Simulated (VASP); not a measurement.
# MgO (Fm-3m) in VASP: single point with LDA

Aim: the single point of MgO with LDA.

All numbers are computed with VASP 6.6.1; they aren't measurements. Logs are shortened: lines on timing, memory, paths and dates and some standing lists are left out, and cuts for length are marked.

**1. The cell of the first run**

The structure is cubic, space group Fm-3m (No. 225). The conventional cell has a = 4.161 Å, b = 4.161 Å, c = 4.161 Å, α = 90.00°, β = 90.00°, γ = 90.00°. Within 2.8 Å of Mg (site symmetry m-3m) lie 6 O at 2.08 Å. Within 2.8 Å of O (site symmetry m-3m) lie 6 Mg at 2.08 Å.

**2. Single point, LDA**

Input file INCAR:

```
PREC = Accurate ; ENCUT = 600
EDIFF = 1E-6 ; ISMEAR = 0
SIGMA = 0.05 ; LREAL = F
LASPH = T ; NELM = 120
ALGO = Normal ; ISIF = 2
LWAVE = F ; LCHARG = F
NBANDS = 36 ; GGA_COMPAT = F
```

Input file KPOINTS:

```
Automatic mesh
0
Gamma
  9 9 2
```

Input file POSCAR:

```
MgO
1.0
    2.0806186598     -2.0806186598      0.0000000000
    2.0806186598      0.0000000000     -2.0806186598
    8.3224746391      8.3224746391      8.3224746391
Mg O
6 6
Direct
    1.0000000000      0.0000000000      0.5000000000
    0.3333333333      0.3333333333      0.3333333333
    0.6666666667      0.6666666667      0.6666666667
    1.0000000000      1.0000000000      0.0000000000
    0.3333333333      0.3333333333      0.8333333333
    0.6666666667      0.6666666667      0.1666666667
    0.6666666667      0.6666666667      0.4166666667
    0.0000000000      0.0000000000      0.2500000000
    0.3333333333      0.3333333333      0.5833333333
    0.6666666667      0.6666666667      0.9166666667
    1.0000000000      1.0000000000      0.7500000000
    0.3333333333      0.3333333333      0.0833333333
```

Potentials or basis: VASP PAW LDA potentials, release 64 (Mg, O).

Command:

```console
$ cat potpaw_LDA.64/Mg/POTCAR potpaw_LDA.64/O/POTCAR > POTCAR
$ mpirun -np 1 vasp_std > vasp.out
```

OUTCAR:

```text
PREC = Accurate
   ENCUT = 600
   EDIFF = 1E-6
   ISMEAR = 0
   LREAL = F
   LASPH = T
   NELM = 120
   ISIF = 2

 ion  position               nearest neighbor table
   1  0.000  0.000  0.500-   7 2.08   9 2.08   7 2.08   7 2.08   9 2.08   9 2.08   2 2.94   3 2.94
                             2 2.94   3 2.94   2 2.94   3 2.94
   2  0.333  0.333  0.333-   8 2.08   8 2.08   8 2.08   7 2.08   7 2.08   7 2.08   6 2.94   6 2.94
                             6 2.94   1 2.94   1 2.94   1 2.94
   3  0.667  0.667  0.667-  11 2.08  11 2.08  11 2.08   9 2.08   9 2.08   9 2.08   5 2.94   5 2.94
                             5 2.94   1 2.94   1 2.94   1 2.94
   4  0.000  0.000  0.000-  10 2.08  12 2.08  10 2.08  10 2.08  12 2.08  12 2.08   5 2.94   6 2.94
                             5 2.94   6 2.94   5 2.94   6 2.94
   5  0.333  0.333  0.833-  11 2.08  11 2.08  11 2.08  10 2.08  10 2.08  10 2.08   3 2.94   3 2.94
                             3 2.94   4 2.94   4 2.94   4 2.94
   6  0.667  0.667  0.167-   8 2.08   8 2.08   8 2.08  12 2.08  12 2.08  12 2.08   2 2.94   2 2.94
                             2 2.94   4 2.94   4 2.94   4 2.94
   7  0.667  0.667  0.417-   1 2.08   1 2.08   1 2.08   2 2.08   2 2.08   2 2.08
   8  0.000  0.000  0.250-   2 2.08   6 2.08   6 2.08   6 2.08   2 2.08   2 2.08
   9  0.333  0.333  0.583-   1 2.08   1 2.08   1 2.08   3 2.08   3 2.08   3 2.08
  10  0.667  0.667  0.917-   4 2.08   4 2.08   4 2.08   5 2.08   5 2.08   5 2.08
  11  0.000  0.000  0.750-   3 2.08   5 2.08   3 2.08   3 2.08   5 2.08   5 2.08
  12  0.333  0.333  0.083-   4 2.08   4 2.08   4 2.08   6 2.08   6 2.08   6 2.08

  LATTYP: Found a hexagonal cell.
 ALAT       =     2.9424391268
 C/A-ratio  =     4.8989794855

  Lattice vectors:

 A1 = (  -2.0806186598,   0.0000000000,   2.0806186598)
 A2 = (   2.0806186598,  -2.0806186598,   0.0000000000)
 A3 = (   8.3224746391,   8.3224746391,   8.3224746391)

Analysis of symmetry for initial positions (statically):
=====================================================================
 Subroutine PRICEL returns following result:

  LATTYP: Found a face centered cubic cell.
 ALAT       =     4.1612373202

  Lattice vectors:

 A1 = (  -2.0806186602,  -2.0806186600,  -0.0000000002)
 A2 = (  -0.0000000012,  -2.0806186604,   2.0806186592)
 A3 = (  -2.0806186598,   0.0000000000,   2.0806186598)

   6 primitive cells build up your supercell.

 Routine SETGRP: Setting up the symmetry group for a
 hexagonal supercell.

 Subroutine GETGRP returns: Found 12 space group operations
 (whereof 12 operations were pure point group operations)
 out of a pool of 24 trial point group operations.

The static configuration has the point symmetry D_3d.
[... 135 lines left out ...]
   EMIN   =  10.00;   EMAX   =-10.00  energy-range for DOS
   EFERMI =   0.00;   METHOD = LEGACY
   ISMEAR =     0;   SIGMA  =   0.05  broadening in eV -4-tet -1-fermi 0-gaus
   EFERMI_NEDOS =   21; number of points for ismear=-14 and -15
   IALGO  =     38    algorithm
   IMIX   =      4    mixing-type and parameters
     AMIX     =   0.40;   BMIX     =  1.00
     AMIX_MAG =   1.60;   BMIX_MAG =  1.00
  volume/ion in A,a.u.               =       9.01        60.78
  Fermi-wavevector in a.u.,A,eV,Ry     =   1.249019  2.360303 21.225744  1.560048
  Thomas-Fermi vector in A             =   2.383079
   LORBIT       =      0    0 simple, 1 ext, 2 COOP (PROOUT), +10 PAW based schemes
   GGA     = CA    functional components
   LHFCALC =     F    Hartree Fock is set to
   AEXX    =    0.0000 exact exchange contribution
   IVDW    =     0    specifies the selected vdW correction
   LEPSILON=     F    determine dielectric tensor
   LRPA    =     F    only Hartree local field effects (RPA)
 non-spin polarized calculation
 Gauss-broadening in eV      SIGMA  =   0.05
  energy-cutoff  :      600.00
  volume of cell :      108.08
 maximum number of plane-waves:      3642
   NGX = 11   NGY = 11   NGZ = 57

 number of electron      47.9999997 magnetization

 Free energy of the ion-electron system (eV)
  ---------------------------------------------------
  ext. energy  EPLUGINS =         0.00000000
  ---------------------------------------------------
  free energy    TOTEN  =       -80.68764976 eV

  energy without entropy =      -80.68764976  energy(sigma->0) =      -80.68764976

 E-fermi :   3.4055     XC(G=0): -11.7686

 val. band max:        3.1600936708   @ k =   0.0000   0.0000   0.0000
 cond. band min:       8.1814198679   @ k =   0.0000   0.0000   0.0000
 fundamental gap:      5.0213261970
 Fermi energy:         3.4055226347

 k-point     1 :       0.0000    0.0000    0.0000
  band No.  band energies     occupation
      1     -14.0361      2.00000
      2     -13.7222      2.00000
      3     -13.7222      2.00000
      4     -13.0066      2.00000
      5     -13.0066      2.00000
      6     -12.5874      2.00000
[... 925 lines left out ...]
     35      15.3311      0.00000
     36      15.3311      0.00000

------------------------ aborting loop because EDIFF is reached ----------------------------------------

  FORCE on cell =-STRESS in cart. coord.  units (eV):
  Direction    XX          YY          ZZ          XY          YZ          ZX
  --------------------------------------------------------------------------------------
  -------------------------------------------------------------------------------------
  Total       -1.4887666     -1.4887666     -1.4887666     -0.0006954     -0.0006954     -0.0006954
  in kB      -22.0687877    -22.0687877    -22.0687877     -0.0103082     -0.0103082     -0.0103082
  external PRESSURE =     -22.0687877 kB  Pullay stress =       0.0000000 kB

 VOLUME and BASIS-vectors are now :
 -----------------------------------------------------------------------------
  energy-cutoff  :      600.00
  volume of cell :      108.08
      direct lattice vectors                 reciprocal lattice vectors
     2.080618660 -2.080618660  0.000000000     0.160208759 -0.320417518  0.160208759
     2.080618660  0.000000000 -2.080618660     0.160208759  0.160208759 -0.320417518
     8.322474639  8.322474639  8.322474639     0.040052190  0.040052190  0.040052190

 POSITION                                       TOTAL-FORCE (eV/Angst)
 -----------------------------------------------------------------------------------
      4.16124      4.16124      4.16124        -0.000000      0.000000      0.000000
      4.16124      2.08062      2.08062        -0.000000      0.000000      0.000000
      8.32247      4.16124      4.16124        -0.000000      0.000000      0.000000
      0.00000      0.00000      0.00000        -0.000000      0.000000      0.000000
      8.32247      6.24186      6.24186        -0.000000      0.000000      0.000000
      4.16124      0.00000      0.00000        -0.000000      0.000000      0.000000
      6.24186      2.08062      2.08062         0.000000      0.000000      0.000000
      2.08062      2.08062      2.08062         0.000000      0.000000      0.000000
      6.24186      4.16124      4.16124        -0.000000      0.000000      0.000000
     10.40309      6.24186      6.24186         0.000000     -0.000000     -0.000000
      6.24186      6.24186      6.24186         0.000000     -0.000000     -0.000000
      2.08062     -0.00000     -0.00000        -0.000000      0.000000      0.000000
 -----------------------------------------------------------------------------------
    total drift:                                0.000000      0.000000     -0.000000

  FREE ENERGIE OF THE ION-ELECTRON SYSTEM (eV)
  ---------------------------------------------------
  free  energy   TOTEN  =       -80.6876497605 eV

  energy  without entropy=      -80.6876497605  energy(sigma->0) =      -80.68764976
```

OSZICAR:

```text
N       E                     dE             d eps       ncg     rms          rms(c)
DAV:   1     0.241506181019E+03    0.24151E+03   -0.26080E+04  1776   0.138E+03
DAV:   2    -0.741432386611E+02   -0.31565E+03   -0.30353E+03  2220   0.277E+02
DAV:   3    -0.900669974729E+02   -0.15924E+02   -0.15854E+02  2148   0.626E+01
DAV:   4    -0.901707869437E+02   -0.10379E+00   -0.10370E+00  2124   0.582E+00
DAV:   5    -0.901713403630E+02   -0.55342E-03   -0.55327E-03  2080   0.434E-01    0.173E+01
DAV:   6    -0.810186412834E+02    0.91527E+01   -0.32902E+01  1972   0.295E+01    0.530E+00
DAV:   7    -0.808469763378E+02    0.17166E+00   -0.69560E-01  1904   0.453E+00    0.341E+00
DAV:   8    -0.806965022755E+02    0.15047E+00   -0.25021E-01  1912   0.377E+00    0.785E-01
DAV:   9    -0.806881425367E+02    0.83597E-02   -0.17851E-02  2148   0.803E-01    0.241E-01
DAV:  10    -0.806876483918E+02    0.49414E-03   -0.24958E-03  2076   0.259E-01    0.128E-02
DAV:  11    -0.806876534741E+02   -0.50823E-05   -0.45735E-05  2104   0.363E-02    0.179E-02
DAV:  12    -0.806876497637E+02    0.37104E-05   -0.13362E-05  2012   0.207E-02    0.195E-03
DAV:  13    -0.806876497605E+02    0.31878E-08   -0.40390E-07  1100   0.358E-03
   1 F= -.80687650E+02 E0= -.80687650E+02  d E =-.179481E-13
```

stdout:

```text
POSCAR found type information on POSCAR MgO
 POSCAR found :  2 types and      12 ions
 scaLAPACK will be used
 LDA part: xc-table for (Slater(with rela. corr.)+CA(PZ))
 , standard interpolation
 POSCAR, INCAR and KPOINTS ok, starting setup
 FFT: planning ... GRIDC
 FFT: planning ... GRID_SOFT
 FFT: planning ... GRID
 WAVECAR not read
 entering main loop
```

Run time: 79 s. Hardware: 1 thread of Intel Xeon Platinum 8488C (Sapphire Rapids), shared host; peak memory 0.25 GiB.

Results:

```
Free energy            : -80.6876 eV
Pressure               : -2.2 GPa
Band gap on the k mesh : 5.02 eV
```

Caveat: an odd mesh through Γ misses points on the zone boundary, where band edges can lie.
